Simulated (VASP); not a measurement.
A run of VASP 6.6.1:

Contents of INCAR:

```
PREC = Accurate
ENCUT = 500
EDIFF = 1E-6
ISMEAR = 0
SIGMA = 0.1
LREAL = False
LASPH = True
NELM = 120
ALGO = Normal
ISIF = 2
LWAVE = False
LCHARG = False
GGA = PS
NBANDS = 8
GGA_COMPAT = False
```

The input KPOINTS:

```
regular mesh
0
Gamma
  18 18 18
```

Contents of POSCAR:

```
Al
1.0
    0.0000000000      2.0469330395      2.0469330395
    2.0469330395      0.0000000000      2.0469330395
    2.0469330395      2.0469330395      0.0000000000
Al
1
Direct
    0.0000000000      0.0000000000      0.0000000000
```

Potentials or basis: VASP PAW PBE potentials, release 64 (Al).

Launch:

```console
$ cat potpaw_PBE.64/Al/POTCAR > POTCAR
$ mpirun -np 1 vasp_std > vasp.out
```

Hardware: 1 thread of AMD EPYC 9R45 96-Core Processor (Zen 5), with other jobs on the host.

**Question.** Estimate the wall time of this run.

**Answer.** Wall time 11 s on 1 thread of AMD EPYC 9R45 96-Core Processor (Zen 5) (shared host), peak memory 0.11 GiB. Counts: scf iterations 9, k points 195.
